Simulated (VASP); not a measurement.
A run of VASP 6.6.1:

Contents of INCAR:

```
  ALGO = Normal
  EDIFF = 1E-6
  ENCUT = 520
  GGA = PE
  ISIF = 2
  ISMEAR = 0
  LASPH = T
  LCHARG = F
  LREAL = F
  LWAVE = F
  NBANDS = 15
  NELM = 60
  PREC = Accurate
  SIGMA = 0.05
```

Contents of KPOINTS:

```
k-points
0
Gamma
  8 8 8
```

Contents of POSCAR:

```
KCl
1.0
    3.8354199430      0.0000000000      0.0000000000
    0.0000000000      3.8354199430      0.0000000000
    0.0000000000      0.0000000000      3.8354199430
K Cl
1 1
Direct
    0.0000000000      0.0000000000      0.0000000000
    0.5000000000      0.5000000000      0.5000000000
```

Potentials or basis: VASP PAW PBE potentials, release 64 (K_sv, Cl).

Launch:

```console
$ cat potpaw_PBE.64/K_sv/POTCAR potpaw_PBE.64/Cl/POTCAR > POTCAR
$ mpirun -np 1 vasp_std > vasp.out
```

Hardware: 1 thread of Intel Xeon 8259CL (shared host).

Problem. How long does it take, and how much memory?

Solution. Wall time 43 s on 1 thread of Intel Xeon 8259CL, with other jobs on the host, peak memory 0.18 GiB. Counts: scf iterations 13, k points 35.
